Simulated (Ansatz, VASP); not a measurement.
# Two plane-wave programs on Te2Mo

INCAR

```
  PREC = Accurate
  ENCUT = 520
  EDIFF = 1E-7
  ISMEAR = 0
  SIGMA = 0.02
  LREAL = False
  LASPH = True
  NELM = 60
  ALGO = Normal
  ISIF = 2
  LWAVE = False
  LCHARG = True
  GGA = PS
  LELF = True
  LVHAR = True
  NBANDS = 20
```

KPOINTS

```
Automatic mesh
0
Gamma
  12 12 2
```

Contents of POSCAR:

```
Te2Mo
1.0
    3.4910750477      0.0000000000      0.0000000000
   -1.7455375238      3.0233596778      0.0000000000
    0.0000000000      0.0000000000     17.5264237944
Te Mo
2 1
Direct
    0.3333333333      0.6666666667      0.8971077565
    0.3333333333      0.6666666667      0.1028922435
    0.0000000000      0.0000000000      0.0000000000
```

Input for Ansatz:

```yaml
crystal:
  lattice:
    - [3.4910750457, 0.0, 0.0]
    - [-1.7455375228, 3.0233596761, 0.0]
    - [0.0, 0.0, 17.5264237449]
  atoms:
    - { symbol: Te, position: [0.3333333333, 0.6666666667, 0.8971077561] }
    - { symbol: Te, position: [0.3333333333, 0.6666666667, 0.1028922439] }
    - { symbol: Mo, position: [0.0, 0.0, 0.0] }
basis:
  ecutwfc: 420
kpoints:
  mp_grid: { grid: [12, 12, 2] }
  band_path: { path: [VBM, CBM], npoints: 2 }
hamiltonian:
  xc: pbesol
scf:
  occupations: { method: gaussian, width: 0.02 }
output:
  forces: true
  stress: true
  eigenvalues: true
checkpoint:
  read: start.run
  write: ck
  compress: false
  write_wavefunctions: false
  write_every: 100000
```

Alike in both runs: task single point; functional PBEsol; k mesh 12 × 12 × 2; occupations gaussian, width 0.02 eV; no spin polarisation.

|  | VASP | Ansatz |
| --- | --- | --- |
| version | VASP 6.6.1 | Ansatz 0.2.0 |
| potentials or method | VASP PAW PBE potentials, release 64 (Te, Mo_sv), cutoff 520 eV | scalar-relativistic, plane waves, PAW |
| valence electrons in the cell | 26 | 46 |

```csv
,VASP,Ansatz,Ansatz less VASP
gap on the k mesh at the Fermi level (eV),1.20,1.20,+0.001
least direct gap on the mesh (eV),1.20,1.20,+0.001
rms of the force components (eV/Å),0.014,0.000,-0.0142
```

VASP's potentials were made for PBE, not for PBEsol. Atom by atom the forces differ by 0.014 eV/Å (rms over components). With one functional, cell and mesh, what is left measures potentials, basis and numerics. VASP's potentials hold 26 valence electrons a cell and Ansatz's 46, so a difference there can come from the potentials and not from the codes.

Neither program's run includes spin-orbit coupling.
